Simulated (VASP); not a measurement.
# Ga27P26 (a cell with a defect) in VASP: further runs

The runs below take Ga27P26 (a cell with a defect) through single point, with PBE.

Everything below comes from runs of VASP 6.6.1. Logs are shortened: lines on timing, memory, paths and dates and some standing lists are left out, and cuts for length are marked.

## (1) The cell of the first run

The cell holds a defect, 53 atoms: a = 11.562 Å, b = 11.562 Å, c = 11.562 Å, α = 60.00°, β = 60.00°, γ = 60.00°.

## (2) Single point, PBE, collinear spin

The input, INCAR:

```
SYSTEM = Ga27P26
PREC     = Accurate       ! precision mode
ENCUT    = 400            ! plane-wave cutoff, eV
EDIFF    = 1E-6           ! SCF threshold, eV
ISMEAR   = 0              ! smearing method
SIGMA    = 0.05           ! smearing width, eV
LREAL    = Auto         
LASPH    = .TRUE.         ! aspherical terms in the spheres
NELM     = 200            ! most SCF steps
ALGO     = Normal         ! electronic algorithm
ISIF     = 2              ! what is computed and relaxed
LWAVE    = .FALSE.        ! write WAVECAR
LCHARG   = .FALSE.        ! write CHGCAR
ISPIN    = 2              ! spin polarisation
MAGMOM   = 0.05 0.05 0 0.04 0 0 0.01 0 0 0.04 0 0 0 0 0 0 0 0 0 0 0.01 0 0 0 0 0 0 0.03 0.03 0 0 0.03 0 0.03 0 0.03 0 0 0 0 0 0.02 0 0 0.03 0 0 0.02 0 0 0 0 0 ! initial moments
LORBIT   = 11             ! projections on sites
GGA      = PE             ! functional
NBANDS   = 276            ! bands
GGA_COMPAT= .FALSE.
```

The input, KPOINTS:

```
Automatic mesh
0
G
  1 1 1
  0 0 0
```

The input, POSCAR:

```
Ga27P26
1.0
    0.0000000000      8.1757500000      8.1757500000
    8.1757500000      0.0000000000      8.1757500000
    8.1757500000      8.1757500000      0.0000000000
Ga P
27 26
Direct
   -0.0013075946      0.0151194860     -0.0017012238
    0.0158789550     -0.0008479241      0.3195514800
   -0.0003666377     -0.0000727955      0.6665638674
   -0.0019185975      0.3232912753     -0.0020255675
    0.0009946426      0.3332547870      0.3300704288
   -0.0008509317      0.3371999834      0.6596109386
    0.0001136965      0.6667185902      0.0000657348
    0.0009661823      0.6694254911      0.3297019101
   -0.0003862357      0.6673132585      0.6666296016
    0.3219157586     -0.0015587711      0.0146364633
    0.3370629435     -0.0006537560      0.3372731569
    0.3329569520      0.0013170712      0.6689478990
    0.3299518475      0.3334603608      0.0007260217
    0.3334595312      0.3335018518      0.3331791677
    0.3331536287      0.3300351034      0.6690832176
    0.3296223966      0.6694609029      0.0006634534
    0.3369656115      0.6600984565      0.3372664130
    0.3338105584      0.6660569353      0.6675045102
    0.6667514734     -0.0001397549     -0.0005050243
    0.6693886012      0.0012624778      0.3329371040
    0.6663704802      0.0004309419      0.6661118247
    0.6600070449      0.3371165290     -0.0011598565
    0.6693736274      0.3297155061      0.3332683897
    0.6658532054      0.3340739717      0.6657522460
    0.6668136515      0.6673670616     -0.0005456798
    0.6675881945      0.6659926276      0.3338836881
    0.6657826257      0.6677671225      0.6656657916
    0.0882470502      0.0837169586      0.4148397560
    0.0833006527      0.0882325071      0.7462636843
    0.0799912862      0.4120985529      0.0800784233
    0.0837612762      0.4201432298      0.4097681892
    0.0833128027      0.4153291043      0.7465305019
    0.0797819913      0.7614120950      0.0797804946
    0.0880238066      0.7469527495      0.4148795614
    0.0833898033      0.7500406198      0.7499501613
    0.4146663631      0.0836762034      0.0881744742
    0.4200966156      0.0838481768      0.4195874938
    0.4117421952      0.0801113483      0.7613049987
    0.4101499613      0.4200526833      0.0833960666
    0.4199810315      0.4102433633      0.4196444513
    0.4157495703      0.4159399008      0.7506952375
    0.4146917646      0.7469827454      0.0880409285
    0.4179476818      0.7488674210      0.4179095933
    0.4156554705      0.7511517798      0.7506278055
    0.7466401898      0.0880313655      0.0831052640
    0.7616811175      0.0798945778      0.4118887216
    0.7497398439      0.0837199286      0.7496824939
    0.7466351781      0.4153835241      0.0832831835
    0.7508931977      0.4158700757      0.4157004928
    0.7487012340      0.4181186120      0.7484772402
    0.7499622422      0.7500038330      0.0834320905
    0.7508525570      0.7510942703      0.4155916218
    0.7497431086      0.7501609007      0.7496902149
```

Potentials or basis: VASP PAW PBE potentials, release 64 (Ga_d, P).

Started as:

```
cat potpaw_PBE.64/Ga_d/POTCAR potpaw_PBE.64/P/POTCAR > POTCAR
mpirun -np 1 vasp_gam > vasp.out
```

OUTCAR:

```text
SYSTEM = Ga27P26
   PREC = Accurate
   ENCUT = 400
   EDIFF = 1E-6
   ISMEAR = 0
   LREAL = Auto
   LASPH = .TRUE.
   NELM = 200
   ISIF = 2
   ISPIN = 2
   LORBIT = 11
   GGA = PE

 ion  position               nearest neighbor table
   1  0.999  0.015  0.998-  29 2.38  45 2.38  33 2.40
   2  0.016  0.999  0.320-  34 2.38  28 2.38  46 2.40
   3  1.000  1.000  0.667-  35 2.36  47 2.36  29 2.38  28 2.38
   4  0.998  0.323  0.998-  32 2.38  48 2.38  30 2.39
   5  0.001  0.333  0.330-  31 2.35  28 2.36  49 2.36  30 2.36
   6  0.999  0.337  0.660-  29 2.35  32 2.35  31 2.36  50 2.36
   7  0.000  0.667  0.000-  35 2.36  51 2.36  33 2.40  30 2.41
   8  0.001  0.669  0.330-  31 2.35  34 2.36  33 2.36  52 2.36
   9  1.000  0.667  0.667-  35 2.36  53 2.36  34 2.38  32 2.38
  10  0.322  0.998  0.015-  42 2.38  36 2.38  38 2.39
  11  0.337  0.999  0.337-  28 2.35  36 2.35  37 2.36  43 2.37
  12  0.333  0.001  0.669-  37 2.35  29 2.36  38 2.36  44 2.36
  13  0.330  0.333  0.001-  39 2.36  36 2.36  41 2.36  30 2.36
  14  0.333  0.334  0.333-  37 2.36  31 2.36  40 2.36  39 2.36
  15  0.333  0.330  0.669-  40 2.36  32 2.36  38 2.36  41 2.36
  16  0.330  0.669  0.001-  39 2.35  33 2.36  42 2.36  44 2.36
[... 35 lines left out ...]
  52  0.751  0.751  0.416-  26 2.36  27 2.36   8 2.36  20 2.36
  53  0.750  0.750  0.750-  25 2.36   9 2.36  21 2.36  27 2.36

  LATTYP: Found a face centered cubic cell.
 ALAT       =    16.3515000000

  Lattice vectors:

 A1 = (   0.0000000000,   8.1757500000,   8.1757500000)
 A2 = (   8.1757500000,   0.0000000000,   8.1757500000)
 A3 = (   8.1757500000,   8.1757500000,   0.0000000000)

Analysis of symmetry for initial positions (statically):
=====================================================================
 Subroutine PRICEL returns:
 Original cell was already a primitive cell.

 Routine SETGRP: Setting up the symmetry group for a
 face centered cubic supercell.

 Subroutine GETGRP returns: Found  1 space group operations
 (whereof  1 operations were pure point group operations)
 out of a pool of 48 trial point group operations.

The static configuration has the point symmetry C_1 .

Analysis of symmetry for dynamics (positions and initial velocities):
=====================================================================
 Subroutine PRICEL returns:
 Original cell was already a primitive cell.

 Routine SETGRP: Setting up the symmetry group for a
 face centered cubic supercell.

 Subroutine GETGRP returns: Found  1 space group operations
 (whereof  1 operations were pure point group operations)
 out of a pool of 48 trial point group operations.
[... 236 lines left out ...]
  ext. energy  EPLUGINS =         0.00000000
  ---------------------------------------------------
  free energy    TOTEN  =      -225.71361133 eV

  energy without entropy =     -225.71236700  energy(sigma->0) =     -225.71298917

 E-fermi :   6.0386     XC(G=0):  -9.7104

 val. band max:        5.9501424590   @ k =   0.0000   0.0000   0.0000
 cond. band min:       6.1274185446   @ k =   0.0000   0.0000   0.0000
 fundamental gap:      0.1772760857
 Fermi energy:         6.0385865850

 spin component 1

 k-point     1 :       0.0000    0.0000    0.0000
  band No.  band energies     occupation
      1     -10.1737      1.00000
      2     -10.1716      1.00000
      3     -10.1704      1.00000
      4     -10.1668      1.00000
      5     -10.1666      1.00000
      6     -10.1639      1.00000
[... 244 lines left out ...]
    251       6.4534      0.00000
    252       6.4581      0.00000
 Fermi energy:         6.0385865850

 spin component 2

 k-point     1 :       0.0000    0.0000    0.0000
  band No.  band energies     occupation
      1     -10.1725      1.00000
      2     -10.1699      1.00000
      3     -10.1684      1.00000
      4     -10.1649      1.00000
      5     -10.1632      1.00000
      6     -10.1607      1.00000
[... 244 lines left out ...]
    251       6.4661      0.00000
    252       6.4692      0.00000
 [bands above 252 left out]

------------------------ aborting loop because EDIFF is reached ----------------------------------------

  FORCE on cell =-STRESS in cart. coord.  units (eV):
  Direction    XX          YY          ZZ          XY          YZ          ZX
  --------------------------------------------------------------------------------------
  -------------------------------------------------------------------------------------
  Total       19.8989027     22.8662826     19.8891929      0.0928289     -0.0020007      0.1479142
  in kB       29.1693604     33.5191768     29.1551270      0.1360758     -0.0029329      0.2168241
  external PRESSURE =      30.6145547 kB  Pullay stress =       0.0000000 kB

 VOLUME and BASIS-vectors are now :
 -----------------------------------------------------------------------------
  energy-cutoff  :      400.00
  volume of cell :     1092.98
      direct lattice vectors                 reciprocal lattice vectors
     0.000000000  8.175750000  8.175750000    -0.061156469  0.061156469  0.061156469
     8.175750000  0.000000000  8.175750000     0.061156469 -0.061156469  0.061156469
     8.175750000  8.175750000  0.000000000     0.061156469  0.061156469 -0.061156469

 POSITION                                       TOTAL-FORCE (eV/Angst)
 -----------------------------------------------------------------------------------
      8.28545     16.32690      8.28867         0.009765     -0.012995      0.009843
     10.78139      2.74240      8.29864         0.002046      0.014375      0.001584
     13.62481     13.62241     16.34791        -0.003734     -0.002113     -0.012620
     10.80234     16.31925     10.80321        -0.023269     -0.011457     -0.021026
      5.42318      2.70671      2.73274        -0.005005     -0.009963     -0.002630
      8.14968     13.56161     10.92566         0.011036     -0.000986     -0.005942
[... 45 lines left out ...]
      9.53853      9.53656     12.27954        -0.000532      0.000554      0.002096
     12.26241     12.25899     12.26284         0.000264     -0.010668      0.002695
 -----------------------------------------------------------------------------------
    total drift:                                0.003366      0.001593      0.003575

  FREE ENERGIE OF THE ION-ELECTRON SYSTEM (eV)
  ---------------------------------------------------
  free  energy   TOTEN  =      -225.7136113280 eV

  energy  without entropy=     -225.7123670024  energy(sigma->0) =     -225.71298917

 total charge

# of ion       s       p       d       tot
------------------------------------------
    1        0.908   0.707   9.981  11.597
    2        0.910   0.704   9.981  11.594
    3        0.839   0.848  10.014  11.701
    4        0.902   0.715   9.982  11.600
    5        0.826   0.877  10.017  11.720
    6        0.827   0.880  10.017  11.724
[... 45 lines left out ...]
   52        0.989   1.582   0.000   2.571
   53        0.990   1.581   0.000   2.571
--------------------------------------------------
tot         48.589  63.584 270.289 382.461

 magnetization (x)

# of ion       s       p       d       tot
------------------------------------------
    1        0.047   0.033   0.000   0.080
    2        0.048   0.031   0.001   0.080
    3       -0.001  -0.001   0.003   0.000
    4        0.037   0.028   0.001   0.066
    5       -0.000  -0.001   0.001  -0.000
    6        0.001   0.001   0.001   0.003
[... 45 lines left out ...]
   52       -0.000  -0.000   0.000  -0.000
   53       -0.000   0.001   0.000   0.001
--------------------------------------------------
tot          0.222   0.305   0.024   0.551
```

Wall time 11 min (1 thread of AMD EPYC 7R13 (Zen 3), shared host); peak memory 1.4 GiB.

Results:

```yaml
Free_energy: -225.7136 eV
Pressure: 3.1 GPa
Largest_force: 0.033 eV/Å
Net_moment: 0.99 μB per cell
Site_moments: Ga +0.08, +0.00, +0.07, -0.00, +0.02 (each value once); P +0.03, +0.00, +0.02, -0.00 (each value once) μB
Valence_electrons_inside_the_program's_atomic_spheres: Ga 11.60, 11.59, 11.70, 11.72, 11.69 (each value once); P 2.56, 2.55, 2.57, 2.54 (each value once)
```

Forces on the atoms (eV/Å):
```
Ga   0.010 -0.013  0.010
Ga   0.002  0.014  0.002
Ga  -0.004 -0.002 -0.013
Ga  -0.023 -0.011 -0.021
Ga  -0.005 -0.010 -0.003
Ga   0.011 -0.001 -0.006
Ga  -0.005 -0.010 -0.006
Ga   0.008 -0.005  0.008
Ga   0.008 -0.003  0.005
Ga   0.015  0.005 -0.008
Ga  -0.008  0.002 -0.003
Ga  -0.001  0.012 -0.007
Ga  -0.003 -0.005 -0.007
Ga   0.000 -0.004  0.004
Ga   0.007  0.011 -0.002
Ga   0.008  0.001  0.007
Ga   0.002 -0.003  0.006
Ga   0.010 -0.013 -0.010
Ga  -0.006 -0.001 -0.004
Ga  -0.010  0.009  0.003
Ga   0.001  0.020 -0.001
Ga  -0.002  0.005  0.008
Ga  -0.004  0.007  0.009
Ga  -0.010  0.010 -0.010
Ga   0.005 -0.002 -0.003
Ga  -0.011 -0.014  0.010
Ga   0.010  0.011  0.009
P    0.005 -0.011 -0.016
P    0.002  0.017 -0.001
P   -0.003  0.002  0.001
P    0.003  0.013 -0.007
P    0.000  0.012  0.005
P    0.016  0.003  0.017
P    0.006 -0.007 -0.012
P   -0.008  0.001  0.007
P   -0.011 -0.004  0.017
P    0.000 -0.014 -0.006
P    0.016 -0.009 -0.012
P   -0.004  0.010  0.002
P    0.002 -0.011 -0.002
P    0.001 -0.001 -0.003
P   -0.022  0.002  0.006
P    0.001  0.002  0.002
P    0.001  0.000  0.001
P    0.003  0.013  0.000
P   -0.021 -0.008  0.024
P   -0.002 -0.008 -0.001
P    0.005  0.007 -0.001
P   -0.002  0.000  0.003
P   -0.001 -0.008  0.001
P    0.008  0.002 -0.006
P   -0.001  0.001  0.002
P    0.000 -0.011  0.003
```

Caveat: the k points lie up to 0.67 Å⁻¹ apart.

## (3) Single point, PBE, collinear spin

The input, INCAR:

```
SYSTEM = Ga27P26
PREC = Accurate
ENCUT = 400
EDIFF = 1E-6
ISMEAR = 0
SIGMA = 0.05
LREAL = Auto
LASPH = .True.
NELM = 200
ALGO = Normal
ISIF = 2
LWAVE = .False.
LCHARG = .False.
ISPIN = 2
MAGMOM = 0.5 0.5 0 0.5 0 0 0 0 0 0.5 0 0 0 0 0 0 0 0 0 0 0 0 0 0 0 0 0 0 0 0 0 0 0 0 0 0 0 0 0 0 0 0 0 0 0 0 0 0 0 0 0 0 0
LORBIT = 11
GGA = PE
NBANDS = 276
GGA_COMPAT = .False.
```

The input, KPOINTS:

```
regular mesh
0
Gamma
  1 1 1
  0 0 0
```

POSCAR is that of step 2.

Potentials or basis: VASP PAW PBE potentials, release 64 (Ga_d, P).

Started as:

```
cat potpaw_PBE.64/Ga_d/POTCAR potpaw_PBE.64/P/POTCAR > POTCAR
mpirun -np 1 vasp_gam > vasp.out
```

Run time: 25 min. Hardware: 1 thread of Intel Xeon Platinum 8259CL at 2.50GHz (Skylake/Cascade Lake), shared host; peak memory 1.4 GiB.

It converged, with:

```yaml
Free_energy: -225.7136 eV
Pressure: 3.1 GPa
Largest_force: 0.033 eV/Å
Net_moment: 0.99 μB per cell
Site_moments: Ga +0.08, +0.00, +0.07, -0.00, +0.02 (each value once); P +0.03, +0.00, +0.02, -0.00 (each value once) μB
Valence_electrons_inside_the_program's_atomic_spheres: Ga 11.60, 11.59, 11.70, 11.72, 11.69 (each value once); P 2.56, 2.55, 2.57, 2.54 (each value once)
```

Forces in eV/Å, atoms in the order of the input:
```
Ga   0.010 -0.013  0.010
Ga   0.002  0.014  0.001
Ga  -0.004 -0.002 -0.013
Ga  -0.023 -0.011 -0.021
Ga  -0.005 -0.010 -0.003
Ga   0.011 -0.001 -0.006
Ga  -0.005 -0.009 -0.006
Ga   0.008 -0.005  0.008
Ga   0.008 -0.003  0.005
Ga   0.015  0.005 -0.008
Ga  -0.008  0.002 -0.003
Ga  -0.001  0.011 -0.007
Ga  -0.003 -0.005 -0.007
Ga   0.000 -0.004  0.004
Ga   0.007  0.011 -0.001
Ga   0.008  0.001  0.007
Ga   0.002 -0.003  0.006
Ga   0.010 -0.013 -0.010
Ga  -0.006 -0.001 -0.004
Ga  -0.010  0.009  0.003
Ga   0.001  0.019 -0.001
Ga  -0.002  0.005  0.007
Ga  -0.004  0.007  0.008
Ga  -0.010  0.010 -0.010
Ga   0.005 -0.002 -0.003
Ga  -0.011 -0.014  0.010
Ga   0.010  0.011  0.009
P    0.005 -0.011 -0.016
P    0.002  0.017 -0.001
P   -0.003  0.002  0.001
P    0.003  0.013 -0.007
P    0.000  0.011  0.006
P    0.016  0.003  0.018
P    0.006 -0.007 -0.012
P   -0.008  0.001  0.007
P   -0.011 -0.004  0.017
P    0.000 -0.014 -0.006
P    0.016 -0.009 -0.012
P   -0.004  0.010  0.002
P    0.002 -0.011 -0.002
P    0.001 -0.001 -0.003
P   -0.022  0.002  0.006
P    0.001  0.002  0.002
P    0.001  0.000  0.001
P    0.003  0.013  0.000
P   -0.021 -0.009  0.024
P   -0.002 -0.008 -0.001
P    0.005  0.007 -0.001
P   -0.002  0.000  0.003
P   -0.001 -0.008  0.001
P    0.008  0.002 -0.006
P   -0.001  0.001  0.002
P    0.000 -0.011  0.003
```

Stress tensor (GPa, compression positive):
```
2.92 0.01 0.02
0.01 3.35 0.00
0.02 0.00 2.92
```

Levels at points of the mesh, in eV from the Fermi level:
Spin up:
```csv
k point,band 237,band 238,band 239,band 240,band 241,band 242,band 243,band 244,band 245,band 246
"(0.00, 0.00, 0.00)",-2.31,-1.60,-1.59,-1.59,-0.09,0.13,0.13,0.27,0.30,0.31
```
Spin down:
| k point | band 236 | band 237 | band 238 | band 239 | band 240 | band 241 | band 242 | band 243 | band 244 | band 245 |
| --- | --- | --- | --- | --- | --- | --- | --- | --- | --- | --- |
| (0.00, 0.00, 0.00) | -2.31 | -2.30 | -1.59 | -1.58 | -1.58 | 0.09 | 0.22 | 0.22 | 0.29 | 0.31 |

Caveat: the k points lie up to 0.67 Å⁻¹ apart.
